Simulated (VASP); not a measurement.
Set up this calculation in VASP 6.6.1, as the native input.

```yaml
Task: relaxation of cell and atoms
Functional: PBE
Potentials_or_basis: VASP PAW PBE potentials, release 64 (Nb_sv, Sn_d, B, O)
Cutoff: 600 eV
k_mesh: 3 × 3 × 3
Occupations: gaussian, width 0.15 eV
Spin: no spin polarisation
Dipole_correction: no
Further_INCAR_settings: ALGO = Normal; EDIFF = 1e-06; IBRION = 2; EDIFFG = -0.08; NSW = 36; ISIF = 3
```

The structure of Nb2SnB2O lies in POSCAR:

```
Nb2SnB2O
1.0
   -2.5323331000      2.5323331000      4.0858982400
    2.5323331000     -2.5323331000      4.0858982400
    2.5323331000      2.5323331000     -4.0858982400
Nb Sn B O
2 1 2 1
Direct
    0.7239056400      0.7239056400      0.0000000000
    0.2760943600      0.2760943600      0.0000000000
    0.0000000000      0.0000000000      0.0000000000
    0.7500000000      0.2500000000      0.5000000000
    0.2500000000      0.7500000000      0.5000000000
    0.5000000000      0.5000000000      0.0000000000
```

The input as run:

INCAR

```
SYSTEM = Nb2SnB2O
PREC = Accurate ; ENCUT = 600
EDIFF = 1E-6 ; ISMEAR = 0
SIGMA = 0.15 ; LREAL = .False.
LASPH = .True. ; NELM = 60
ALGO = Normal ; ISIF = 3
LWAVE = .False. ; LCHARG = .False.
GGA = PE ; IBRION = 2
NSW = 36 ; EDIFFG = -0.08
```

KPOINTS

```
regular mesh
0
Gamma
  3 3 3
  0 0 0
```

Potentials or basis: VASP PAW PBE potentials, release 64 (Nb_sv, Sn_d, B, O).

Command:

```sh
$ cat potpaw_PBE.64/Nb_sv/POTCAR potpaw_PBE.64/Sn_d/POTCAR potpaw_PBE.64/B/POTCAR potpaw_PBE.64/O/POTCAR > POTCAR
$ mpirun -np 1 vasp_std > vasp.out
```

Results of the run:

* Relaxed volume: 15.53 Å³/atom
* Relaxed cell: a = 5.754 Å, b = 5.754 Å, c = 5.754 Å, α = 135.21°, β = 135.21°, γ = 65.20°
* Space group after relaxing (to 0.05 Å): I4/mmm (No. 139)
* Energy gained by relaxing: 1229.5 meV/atom
* Ionic steps: 9
* Pressure after relaxing: 0.2 GPa
* Largest force after relaxing: 0.026 eV/Å
* Band gap on the k mesh: zero (band 26 reaches 8.05 eV, above the bottom of band 27 at 7.51 eV)

Caveat: the k points lie up to 0.68 Å⁻¹ apart in the final cell; spin-orbit coupling is left out, which moves the levels of the heavy elements; the relaxation stopped at a loose force limit of 0.08 eV/Å, so its end isn't a converged minimum.

It took 2.5 min on 1 thread of Intel(R) Xeon(R) 6975P-C (Granite Rapids), with other jobs on the host, peak memory 0.36 GiB.
